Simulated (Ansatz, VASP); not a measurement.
## Na: VASP beside Ansatz

Contents of INCAR:

```
SYSTEM = Na
PREC     = Accurate       ! precision mode
ENCUT    = 520            ! plane-wave cutoff, eV
EDIFF    = 1E-6           ! SCF threshold, eV
ISMEAR   = 0              ! smearing method
SIGMA    = 0.1            ! smearing width, eV
LREAL    = .False.        ! projectors in reciprocal space
LASPH    = .True.         ! aspherical terms in the spheres
NELM     = 80             ! most SCF steps
ALGO     = Fast           ! electronic algorithm
ISIF     = 2              ! what is computed and relaxed
LWAVE    = .False.        ! write WAVECAR
LCHARG   = .False.        ! write CHGCAR
GGA      = PS             ! functional
NBANDS   = 14             ! bands
```

Contents of KPOINTS:

```
regular mesh
0
Gamma
  15 15 8
  0 0 0
```

The input POSCAR:

```
Na
1.0
    3.7668503176      0.0000000000      0.0000000000
   -1.8834251588      3.2621880673      0.0000000000
    0.0000000000      0.0000000000      6.2460638400
Na
2
Direct
    0.3333333333      0.6666666667      0.2500000000
    0.6666666667      0.3333333333      0.7500000000
```

Input for Ansatz:

```yaml
crystal:
  lattice:
    - [3.7668503176, 0.0, 0.0]
    - [-1.8834251588, 3.2621880673, 0.0]
    - [0.0, 0.0, 6.24606384]
  atoms:
    - { symbol: Na, position: [0.3333333333, 0.6666666667, 0.25] }
    - { symbol: Na, position: [0.6666666667, 0.3333333333, 0.75] }
basis:
  ecutwfc: 420
kpoints:
  mp_grid: { grid: [15, 15, 8] }
hamiltonian:
  xc: pbesol
scf:
  occupations: { method: gaussian, width: 0.1 }
output:
  forces: true
  stress: true
  eigenvalues: true
```

Alike in both runs: task single point; functional PBEsol; k mesh 15 × 15 × 8; occupations gaussian, width 0.1 eV; no spin polarisation.

|  | VASP | Ansatz |
| --- | --- | --- |
| version | VASP 6.6.1 | Ansatz 0.2.0 |
| potentials or method | VASP PAW PBE potentials, release 64 (Na_pv), cutoff 520 eV | scalar-relativistic, plane waves, PAW |
| valence electrons in the cell | 14 | 18 |

|  | VASP | Ansatz | Ansatz less VASP |
| --- | --- | --- | --- |
| gap on the k mesh at the Fermi level (eV) | none | none | - |
| pressure (GPa) | -0.4 | -0.4 | +0.04 |
| traceless stress, the component that is largest in VASP (GPa) | -0.11 | -0.11 | +0.002 |

VASP's potentials were made for PBE, not for PBEsol. A gap of «none» marks a metal or a gap that the smearing closes. VASP's potentials hold 14 valence electrons a cell and Ansatz's 18, so a difference there can come from the potentials and not from the codes.
